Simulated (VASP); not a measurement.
# ZnS (wurtzite type) (P6_3mc) in VASP: notebook

ZnS (wurtzite type) is run at these levels: PBE; tasks: single point.

Everything below comes from runs of VASP 6.6.1. Logs are shortened: lines on timing, memory, paths and dates and some standing lists are left out, and cuts for length are marked.

### Step 1. The cell of the first run

The structure is hexagonal, space group P6_3mc (No. 186). The conventional cell has a = 3.553 Å, b = 3.553 Å, c = 5.909 Å, α = 90.00°, β = 90.00°, γ = 120.00°. Within 2.9 Å of Zn (site symmetry 3m) lie 4 S at 2.19 Å. Within 2.9 Å of S (site symmetry 3m) lie 4 Zn at 2.19 Å.

### Step 2. Single point, PBE (16.15 Å³/atom)

The input, INCAR:

```
PREC = Accurate
ENCUT = 520
EDIFF = 1E-6
ISMEAR = -1
SIGMA = 0.05
LREAL = F
LASPH = T
NELM = 60
ALGO = Normal
ISIF = 2
LWAVE = F
LCHARG = F
GGA = PE
NBANDS = 26
```

The input, KPOINTS:

```
Automatic mesh
0
Gamma
  10 10 6
```

The input, POSCAR:

```
ZnS
1.0
    3.5526605330      0.0000000000      0.0000000000
   -1.7763302665      3.0766942726      0.0000000000
    0.0000000000      0.0000000000      5.9093264903
Zn S
2 2
Direct
    0.3333333333      0.6666666667      0.0030793328
    0.6666666667      0.3333333333      0.5030793328
    0.3333333333      0.6666666667      0.3729206672
    0.6666666667      0.3333333333      0.8729206672
```

Potentials or basis: VASP PAW PBE potentials, release 64 (Zn, S).

Started as:

```console
cat potpaw_PBE.64/Zn/POTCAR potpaw_PBE.64/S/POTCAR > POTCAR
mpirun -np 1 vasp_std > vasp.out
```

OUTCAR:

```text
PREC = Accurate
   ENCUT = 520
   EDIFF = 1E-6
   ISMEAR = -1
   LREAL = F
   LASPH = T
   NELM = 60
   ISIF = 2
   GGA = PE

 ion  position               nearest neighbor table
   1  0.333  0.667  0.003-   3 2.19   4 2.19   4 2.19   4 2.19
   2  0.667  0.333  0.503-   4 2.19   3 2.19   3 2.19   3 2.19
   3  0.333  0.667  0.373-   1 2.19   2 2.19   2 2.19   2 2.19
   4  0.667  0.333  0.873-   2 2.19   1 2.19   1 2.19   1 2.19

  LATTYP: Found a hexagonal cell.
 ALAT       =     3.5526605330
 C/A-ratio  =     1.6633524187

  Lattice vectors:

 A1 = (   3.5526605330,   0.0000000000,   0.0000000000)
 A2 = (  -1.7763302665,   3.0766942726,   0.0000000000)
 A3 = (   0.0000000000,   0.0000000000,   5.9093264903)

Analysis of symmetry for initial positions (statically):
=====================================================================
 Subroutine PRICEL returns:
 Original cell was already a primitive cell.

 Routine SETGRP: Setting up the symmetry group for a
 hexagonal supercell.

 Subroutine GETGRP returns: Found 12 space group operations
 (whereof  6 operations were pure point group operations)
 out of a pool of 24 trial point group operations.

The static configuration has the point symmetry C_3v.
 The point group associated with its full space group is C_6v.

Analysis of symmetry for dynamics (positions and initial velocities):
=====================================================================
 Subroutine PRICEL returns:
 Original cell was already a primitive cell.

 Routine SETGRP: Setting up the symmetry group for a
 hexagonal supercell.

 Subroutine GETGRP returns: Found 12 space group operations
 (whereof  6 operations were pure point group operations)
 out of a pool of 24 trial point group operations.

The dynamic configuration has the point symmetry C_3v.
 The point group associated with its full space group is C_6v.

 Subroutine INISYM returns: Found 12 space group operations
 (whereof  6 operations are pure point group operations),
 and found     1 'primitive' translations

----------------------------------------------------------------------------------------

                                     Primitive cell

  volume of cell :      64.5916

  direct lattice vectors                    reciprocal lattice vectors
     3.552660533  0.000000000  0.000000000     0.281479187  0.162512085  0.000000000
    -1.776330267  3.076694273  0.000000000     0.000000000  0.325024169  0.000000000
     0.000000000  0.000000000  5.909326490     0.000000000  0.000000000  0.169224023

  length of vectors
     3.552660533  3.552660533  5.909326490     0.325024169  0.325024169  0.169224023

  position of ions in fractional coordinates (direct lattice)
     0.333333333  0.666666667  0.003079333
     0.666666667  0.333333333  0.503079333
     0.333333333  0.666666667  0.372920667
     0.666666667  0.333333333  0.872920667

  ion indices of the primitive-cell ions
   primitive index   ion index
                 1           1
                 2           2
                 3           3
                 4           4

----------------------------------------------------------------------------------------

 KPOINTS: Automatic mesh

Automatic generation of k-mesh.
 Grid dimensions read from file:
 generate k-points for:   10   10    6

 Generating k-lattice:

  Cartesian coordinates                     Fractional coordinates (reciprocal lattice)
     0.028147919  0.016251208  0.000000000     0.100000000  0.000000000  0.000000000
     0.000000000  0.032502417  0.000000000     0.000000000  0.100000000  0.000000000
     0.000000000  0.000000000  0.028204004     0.000000000  0.000000000  0.166666667

  Length of vectors
     0.032502417  0.032502417  0.028204004

  Shift w.r.t. Gamma in fractional coordinates (k-lattice)
     0.000000000  0.000000000  0.000000000

 Subroutine IBZKPT returns following result:
 ===========================================

 Found     56 irreducible k-points:

 Following reciprocal coordinates:
            Coordinates               Weight
  0.000000  0.000000  0.000000      1.000000
  0.100000  0.000000  0.000000      6.000000
  0.200000  0.000000  0.000000      6.000000
  0.300000  0.000000  0.000000      6.000000
  0.400000  0.000000  0.000000      6.000000
  0.500000  0.000000  0.000000      3.000000
[... 16 lines left out ...]
  0.300000  0.100000  0.166667     24.000000
  0.400000  0.100000  0.166667     24.000000
 [... further k-points ...]
   k-points           NKPTS =     56   k-points in BZ     NKDIM =     56   number of bands    NBANDS=     26
   number of dos      NEDOS =    301   number of ions     NIONS =      4
   total plane-waves  NPLWV =  37632
   dimension x,y,z NGX =    28 NGY =   28 NGZ =   48
   dimension x,y,z NGXF=    56 NGYF=   56 NGZF=   96
   ions per type =               2   2
   NGX,Y,Z   is equivalent  to a cutoff of  13.10, 13.10, 13.50 a.u.
   NGXF,Y,Z  is equivalent  to a cutoff of  26.21, 26.21, 27.01 a.u.
 SYSTEM =  unknown system
   PREC   = accura    normal or accurate (medium, high low for compatibility)
   ISTART =      0    job   : 0-new  1-cont  2-samecut
   ICHARG =      2    charge: 1-file 2-atom 10-const
   ISPIN  =      1    spin polarized calculation?
   LNONCOLLINEAR =      F non collinear calculations
   LSORBIT =      F    spin-orbit coupling
   LASPH  =      T    aspherical Exc in radial PAW
   ENCUT  =  520.0 eV  38.22 Ry    6.18 a.u.   6.61  6.61 10.99*2*pi/ulx,y,z
   NELM   =     60;   NELMIN=  2; NELMDL= -5     # of ELM steps
   EDIFF  = 0.1E-05   stopping-criterion for ELM
   LREAL  =      F    real-space projection
   EDIFFG = 0.1E-04   stopping-criterion for IOM
   NSW    =      0    number of steps for IOM
   IBRION =     -1    ionic relax: 0-MD 1-quasi-New 2-CG
   NFREE  =      0    steps in history (QN), initial steepest desc. (CG)
   ISIF   =      2    stress and relaxation
   ISYM   =      2    0-nonsym 1-usesym 2-fastsym
   POTIM  = 0.5000    time-step for ionic-motion
   TEBEG  =    0.0;   TEEND  =   0.0 temperature during run
   PSTRESS=    0.0 pullay stress
   NELECT =      36.0000    total number of electrons
   NUPDOWN=      -1.0000    fix difference up-down
   EMIN   =  10.00;   EMAX   =-10.00  energy-range for DOS
   EFERMI =   0.00;   METHOD = LEGACY
   ISMEAR =    -1;   SIGMA  =   0.05  broadening in eV -4-tet -1-fermi 0-gaus
   EFERMI_NEDOS =   21; number of points for ismear=-14 and -15
   IALGO  =     38    algorithm
   IMIX   =      4    mixing-type and parameters
     AMIX     =   0.40;   BMIX     =  1.00
     AMIX_MAG =   1.60;   BMIX_MAG =  1.00
  volume/ion in A,a.u.               =      16.15       108.97
  Fermi-wavevector in a.u.,A,eV,Ry     =   1.347257  2.545946 24.695939  1.815100
  Thomas-Fermi vector in A             =   2.475022
   LORBIT       =      0    0 simple, 1 ext, 2 COOP (PROOUT), +10 PAW based schemes
   GGA     = PE    functional components
   LHFCALC =     F    Hartree Fock is set to
   AEXX    =    0.0000 exact exchange contribution
   IVDW    =     0    specifies the selected vdW correction
   LEPSILON=     F    determine dielectric tensor
   LRPA    =     F    only Hartree local field effects (RPA)
 non-spin polarized calculation
  energy-cutoff  :      520.00
  volume of cell :       64.59
 maximum number of plane-waves:      1786
 NGX is ok and might be reduce to    28
   NGX = 13   NGY = 13   NGZ = 21

 number of electron      35.9999992 magnetization

 Free energy of the ion-electron system (eV)
  ---------------------------------------------------
  ext. energy  EPLUGINS =         0.00000000
  ---------------------------------------------------
  free energy    TOTEN  =       -12.63024193 eV

  energy without entropy =      -12.63024193  energy(sigma->0) =      -12.63024193

 E-fermi :   5.2434     XC(G=0): -10.6031

 val. band max:        4.2663021170   @ k =   0.0000   0.0000   0.0000
 cond. band min:       7.3360099210   @ k =   0.0000   0.0000   0.0000
 fundamental gap:      3.0697078039
 Fermi energy:         5.2433798406

 k-point     1 :       0.0000    0.0000    0.0000
  band No.  band energies     occupation
      1     -10.5508      2.00000
      2      -9.2324      2.00000
      3      -3.1753      2.00000
      4      -3.1112      2.00000
      5      -3.1112      2.00000
      6      -2.9888      2.00000
[... 18 lines left out ...]
     25      11.9973      0.00000
     26      14.3055      0.00000

 k-point     2 :       0.1000    0.0000    0.0000
  band No.  band energies     occupation
      1     -10.4568      2.00000
      2      -9.1761      2.00000
      3      -3.1555      2.00000
      4      -3.1291      2.00000
      5      -3.0927      2.00000
      6      -2.9864      2.00000
[... 18 lines left out ...]
     25      12.3860      0.00000
     26      13.2906      0.00000

 k-point     3 :       0.2000    0.0000    0.0000
  band No.  band energies     occupation
      1     -10.1908      2.00000
      2      -9.0289      2.00000
      3      -3.1847      2.00000
      4      -3.1035      2.00000
      5      -3.0494      2.00000
      6      -2.9645      2.00000
[... 18 lines left out ...]
     25      12.6004      0.00000
     26      13.3984      0.00000

 k-point     4 :       0.3000    0.0000    0.0000
  band No.  band energies     occupation
      1      -9.8059      2.00000
      2      -8.8571      2.00000
      3      -3.2328      2.00000
      4      -3.0722      2.00000
      5      -3.0090      2.00000
      6      -2.8766      2.00000
[... 18 lines left out ...]
     25      13.2278      0.00000
     26      14.2789      0.00000
[... 496 lines left out ...]
      1      -9.8882      2.00000
      2      -8.9930      2.00000
      3      -3.2109      2.00000
      4      -3.0918      2.00000
      5      -3.0334      2.00000
      6      -2.9474      2.00000
[... 18 lines left out ...]
     25      13.0197      0.00000
     26      13.3760      0.00000

 k-point    23 :       0.3000    0.1000    0.1667
  band No.  band energies     occupation
      1      -9.5014      2.00000
      2      -8.8311      2.00000
      3      -3.2243      2.00000
      4      -3.0828      2.00000
      5      -2.9851      2.00000
      6      -2.8279      2.00000
[... 18 lines left out ...]
     25      13.4421      0.00000
     26      14.2434      0.00000

 k-point    24 :       0.4000    0.1000    0.1667
  band No.  band energies     occupation
      1      -9.1915      2.00000
      2      -8.7716      2.00000
      3      -3.2125      2.00000
      4      -3.0398      2.00000
      5      -2.9720      2.00000
      6      -2.7856      2.00000
[... 18 lines left out ...]
     25      14.3423      0.00000
     26      15.6907      0.00000

 [... further k-points ...]
[... 5 lines left out ...]
  --------------------------------------------------------------------------------------
  -------------------------------------------------------------------------------------
  Total       10.2734437     10.2734437     10.2824059      0.0000000     -0.0000000      0.0000000
  in kB      254.8300208    254.8300208    255.0523242      0.0000000     -0.0000000      0.0000000
  external PRESSURE =     254.9041219 kB  Pullay stress =       0.0000000 kB

 VOLUME and BASIS-vectors are now :
 -----------------------------------------------------------------------------
  energy-cutoff  :      520.00
  volume of cell :       64.59
      direct lattice vectors                 reciprocal lattice vectors
     3.552660533  0.000000000  0.000000000     0.281479187  0.162512085  0.000000000
    -1.776330267  3.076694273  0.000000000     0.000000000  0.325024169  0.000000000
     0.000000000  0.000000000  5.909326490     0.000000000  0.000000000  0.169224023

 POSITION                                       TOTAL-FORCE (eV/Angst)
 -----------------------------------------------------------------------------------
     -0.00000      2.05113      0.01820         0.000000      0.000000      0.000636
      1.77633      1.02556      2.97286        -0.000000     -0.000000      0.000636
     -0.00000      2.05113      2.20371         0.000000      0.000000     -0.000636
      1.77633      1.02556      5.15837         0.000000      0.000000     -0.000636
 -----------------------------------------------------------------------------------
    total drift:                               -0.000000     -0.000000      0.000269

  FREE ENERGIE OF THE ION-ELECTRON SYSTEM (eV)
  ---------------------------------------------------
  free  energy   TOTEN  =       -12.6302419303 eV

  energy  without entropy=      -12.6302419302  energy(sigma->0) =      -12.63024193
```

Wall time 2.2 min (1 thread of Intel Xeon 8259CL, shared host); peak memory 0.23 GiB.

Results:

```yaml
Free_energy: -12.6302 eV
Pressure: 25.5 GPa
Band_gap_on_the_k_mesh: 3.07 eV
```

Levels at points of the mesh, in eV from the valence-band top:
| k point | band 16 | band 17 | band 18 | band 19 | band 20 | band 21 |
| --- | --- | --- | --- | --- | --- | --- |
| (0.00, 0.00, 0.00) | -0.21 | 0.00 | 0.00 | 3.07 | 3.54 | 6.13 |
| (0.50, 0.00, 0.00) | -3.01 | -2.42 | -1.19 | 3.43 | 4.61 | 4.80 |
| (0.00, 0.00, 0.50) | -0.64 | -0.64 | -0.64 | 4.11 | 4.11 | 6.64 |
| (0.50, 0.00, 0.50) | -2.28 | -2.18 | -2.18 | 3.40 | 3.40 | 4.98 |

Caveat: the cell stands under pressure.

### Step 3. Single point, PBE (17.76 Å³/atom)

This run uses another cell than the first one, of 17.76 Å³/atom.

The input, INCAR:

```
PREC = Accurate ; ENCUT = 520
EDIFF = 1E-7 ; ISMEAR = -1
SIGMA = 0.05 ; LREAL = F
LASPH = T ; NELM = 80
ALGO = Normal ; ISIF = 2
LWAVE = F ; LCHARG = T
GGA = PE ; LELF = T
LVHAR = T ; NBANDS = 26
```

The input, KPOINTS:

```
regular mesh
0
Gamma
  10 10 6
```

The input, POSCAR:

```
ZnS
1.0
    3.6782629023      0.0000000000      0.0000000000
   -1.8391314512      3.1854691152      0.0000000000
    0.0000000000      0.0000000000      6.0639073800
Zn S
2 2
Direct
    0.3333333333      0.6666666667      0.0016974233
    0.6666666667      0.3333333333      0.5016974233
    0.3333333333      0.6666666667      0.3743025767
    0.6666666667      0.3333333333      0.8743025767
```

Potentials or basis: VASP PAW PBE potentials, release 64 (Zn, S).

Started as:

```console
cat potpaw_PBE.64/Zn/POTCAR potpaw_PBE.64/S/POTCAR > POTCAR
mpirun -np 1 vasp_std > vasp.out
```

OUTCAR:

```text
PREC = Accurate
   ENCUT = 520
   EDIFF = 1E-7
   ISMEAR = -1
   LREAL = F
   LASPH = T
   NELM = 80
   ISIF = 2
   GGA = PE

 ion  position               nearest neighbor table
   1  0.333  0.667  0.002-   3 2.26   4 2.26   4 2.26   4 2.26
   2  0.667  0.333  0.502-   4 2.26   3 2.26   3 2.26   3 2.26
   3  0.333  0.667  0.374-   1 2.26   2 2.26   2 2.26   2 2.26
   4  0.667  0.333  0.874-   2 2.26   1 2.26   1 2.26   1 2.26

  LATTYP: Found a hexagonal cell.
 ALAT       =     3.6782629023
[... 888 lines left out ...]
     25      12.8743      0.00000
     26      14.2705      0.00000

 [... further k-points ...]
[... 5 lines left out ...]
  --------------------------------------------------------------------------------------
  -------------------------------------------------------------------------------------
  Total        5.2905722      5.2905722      5.3105281     -0.0000000      0.0000000      0.0000000
  in kB      119.3011142    119.3011142    119.7511168     -0.0000000      0.0000000      0.0000000
  external PRESSURE =     119.4511151 kB  Pullay stress =       0.0000000 kB

 VOLUME and BASIS-vectors are now :
 -----------------------------------------------------------------------------
  energy-cutoff  :      520.00
  volume of cell :       71.05
      direct lattice vectors                 reciprocal lattice vectors
     3.678262902  0.000000000  0.000000000     0.271867462  0.156962752  0.000000000
    -1.839131451  3.185469115  0.000000000     0.000000000  0.313925505  0.000000000
     0.000000000  0.000000000  6.063907380     0.000000000  0.000000000  0.164910171

 POSITION                                       TOTAL-FORCE (eV/Angst)
 -----------------------------------------------------------------------------------
     -0.00000      2.12365      0.01029        -0.000000     -0.000000     -0.001808
      1.83913      1.06182      3.04225         0.000000      0.000000     -0.001808
     -0.00000      2.12365      2.26974         0.000000      0.000000      0.001808
      1.83913      1.06182      5.30169        -0.000000      0.000000      0.001808
 -----------------------------------------------------------------------------------
    total drift:                               -0.000000     -0.000001     -0.001157

  FREE ENERGIE OF THE ION-ELECTRON SYSTEM (eV)
  ---------------------------------------------------
  free  energy   TOTEN  =       -13.3652268440 eV

  energy  without entropy=      -13.3652268440  energy(sigma->0) =      -13.36522684
```

It took 2.4 min on 1 thread of Intel Xeon 8259CL, shared host; peak memory 0.23 GiB.

Results:

* Free energy: -13.3652 eV
* Pressure: 11.9 GPa
* Band gap on the k mesh: 2.65 eV

Caveat: the cell stands under pressure.
